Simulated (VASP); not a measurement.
Wanted: the native input for a VASP 6.6.1 run.

| Property | Result |
| --- | --- |
| Task | single point |
| Functional | PBEsol |
| Potentials or basis | VASP PAW PBE potentials, release 64 (Bi_d) |
| Cutoff | 520 eV |
| k mesh | 16 × 16 × 16 |
| Occupations | gaussian, width 0.1 eV |
| Spin | no spin polarisation |
| Dipole correction | no |
| Further INCAR settings | ALGO = Normal; EDIFF = 1e-06; NBANDS = 14 |

The structure of Bi lies in POSCAR:

```
Bi
1.0
   -2.0199888459      2.0199888459      2.0199888459
    2.0199888459     -2.0199888459      2.0199888459
    2.0199888459      2.0199888459     -2.0199888459
Bi
1
Direct
    0.0000000000      0.0000000000      0.0000000000
```

This isn't the form of Bi at room conditions, which is rhombohedral.

The input as run:

INCAR

```
SYSTEM = Bi
PREC     = Accurate       ! precision mode
ENCUT    = 520            ! plane-wave cutoff, eV
EDIFF    = 1E-6           ! SCF threshold, eV
ISMEAR   = 0              ! smearing method
SIGMA    = 0.1            ! smearing width, eV
LREAL    = .False.        ! projectors in reciprocal space
LASPH    = .True.         ! aspherical terms in the spheres
NELM     = 60             ! most SCF steps
ALGO     = Normal         ! electronic algorithm
ISIF     = 2              ! what is computed and relaxed
LWAVE    = .False.        ! write WAVECAR
LCHARG   = .False.        ! write CHGCAR
GGA      = PS             ! functional
NBANDS   = 14             ! bands
```

KPOINTS

```
Automatic mesh
0
Gamma
  16 16 16
  0 0 0
```

Potentials or basis: VASP PAW PBE potentials, release 64 (Bi_d).

The run is started by

```console
$ cat potpaw_PBE.64/Bi_d/POTCAR > POTCAR
$ mpirun -np 1 vasp_std > vasp.out
```

Results of the run:

```json
{
  "Pressure": "-4.5 GPa",
  "Band gap on the k mesh": "zero (an odd number of electrons rules out a gap without spin polarisation)"
}
```

Caveat: the cell stands under tension; the PAW data sets were made with another functional, which shifts forces and pressure a little; spin-orbit coupling is left out, which moves the levels of the heavy elements.

Wall time 54 s on 1 thread of Intel Xeon 8259CL, with other jobs on the host, peak memory 0.2 GiB.
